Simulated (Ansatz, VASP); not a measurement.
One calculation of PtS2, two programs

```
Pt S
1.0
     3.32620    0.00000    0.00000
    -1.66310    2.88057    0.00000
     0.00000    0.00000    6.82150
Pt S
1 2
Direct
  0.00000 0.00000 0.00000
  0.33333 0.66667 0.18895
  0.66667 0.33333 0.81105
```

Alike in both runs: task relaxation of the atoms; functional PBE; k mesh 9 × 9 × 4; occupations gaussian, width 0.05 eV; no spin polarisation.

```csv
,VASP,Ansatz
version,VASP 6.6.1,Ansatz 0.2.0
potentials or method,"VASP PAW PBE potentials, release 64 (Pt_sv_GW, S), cutoff 450 eV","scalar-relativistic, plane waves, PAW"
valence electrons in the cell,30,30
```

|  | VASP | Ansatz | Ansatz less VASP |
| --- | --- | --- | --- |
| gap on the k mesh at the Fermi level, each at its own relaxed structure (eV) | 1.30 | 1.30 | -0.002 |

Ansatz's warnings: stress scf threshold loose.

Neither program's run includes spin-orbit coupling.
